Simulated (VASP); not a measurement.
Wanted: the native input for a VASP 6.6.1 run.

```
Task                   : single point
Functional             : LDA
Potentials or basis    : VASP PAW LDA potentials, release 64 (Cd, Te)
Cutoff                 : 520 eV
k mesh                 : 8 × 8 × 8
Occupations            : gaussian, width 0.05 eV
Spin                   : no spin polarisation
Dipole correction      : no
Further INCAR settings : ALGO = Normal; EDIFF = 1e-06; NBANDS = 16
```

The structure of CdTe lies in POSCAR:

```
CdTe
1.0
    0.0000000000      3.5039908521      3.1058241909
    3.1058241909      0.0000000000      3.1058241909
    3.1058241909      3.5039908521      0.0000000000
Cd Te
1 1
Direct
    0.0000000000      0.0000000000      0.0000000000
    0.7500000000      0.7500000000      0.7500000000
```

The input as run:

INCAR

```
SYSTEM = CdTe
PREC     = Accurate       ! precision mode
ENCUT    = 520            ! plane-wave cutoff, eV
EDIFF    = 1E-6           ! SCF threshold, eV
ISMEAR   = 0              ! smearing method
SIGMA    = 0.05           ! smearing width, eV
LREAL    = .FALSE.        ! projectors in reciprocal space
LASPH    = .TRUE.         ! aspherical terms in the spheres
NELM     = 80             ! most SCF steps
ALGO     = Normal         ! electronic algorithm
ISIF     = 2              ! what is computed and relaxed
LWAVE    = .FALSE.        ! write WAVECAR
LCHARG   = .FALSE.        ! write CHGCAR
GGA      = CA             ! functional
NBANDS   = 16             ! bands
```

KPOINTS

```
regular mesh
0
G
  8 8 8
  0 0 0
```

Potentials or basis: VASP PAW LDA potentials, release 64 (Cd, Te).

Launch:

```bash
$ cat potpaw_LDA.64/Cd/POTCAR potpaw_LDA.64/Te/POTCAR > POTCAR
$ mpirun -np 1 vasp_std > vasp.out
```

Results of the run:

```json
{"Pressure": "-1.1 GPa", "Band gap on the k mesh": "0.35 eV"}
```

Caveat: spin-orbit coupling is left out, which moves the levels of the heavy elements.

Wall time 43 s on 1 thread of Intel(R) Xeon(R) Platinum 8559C (Emerald Rapids) (shared host), peak memory 0.21 GiB.
